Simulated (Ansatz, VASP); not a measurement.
# Ge in VASP and in Ansatz

```
CELL_PARAMETERS angstrom
4.11903 0.00000 0.00000
-2.05951 3.56718 0.00000
0.00000 0.00000 6.79292
ATOMIC_POSITIONS crystal
Ge 0.66667 0.33333 0.06264
Ge 0.33333 0.66667 0.56264
Ge 0.66667 0.33333 0.43736
Ge 0.33333 0.66667 0.93736
```

Change from the starting cell: equal strain along all axes, cell held, atoms relaxed: +1.5 %.

Alike in both runs: functional PBE; k mesh 15 × 15 × 8; occupations gaussian, width 0.1 eV; no spin polarisation.

Ansatz relaxed the structure, and its values are those at the end. VASP's run is a single point on that final structure, the one shown.

|  | VASP | Ansatz |
| --- | --- | --- |
| version | VASP 6.6.1 | Ansatz 0.2.0 |
| potentials or method | VASP PAW PBE potentials, release 64 (Ge_d), cutoff 520 eV | scalar-relativistic, plane waves, PAW |
| valence electrons in the cell | 56 | 56 |

```tsv
	VASP	Ansatz	Ansatz less VASP
gap on the k mesh at the Fermi level (eV)	none	none	-
pressure (GPa)	-2.4	-2.4	+0.04
```

A gap of «none» marks a metal or a gap that the smearing closes. Ansatz's warnings: stress scf threshold loose.
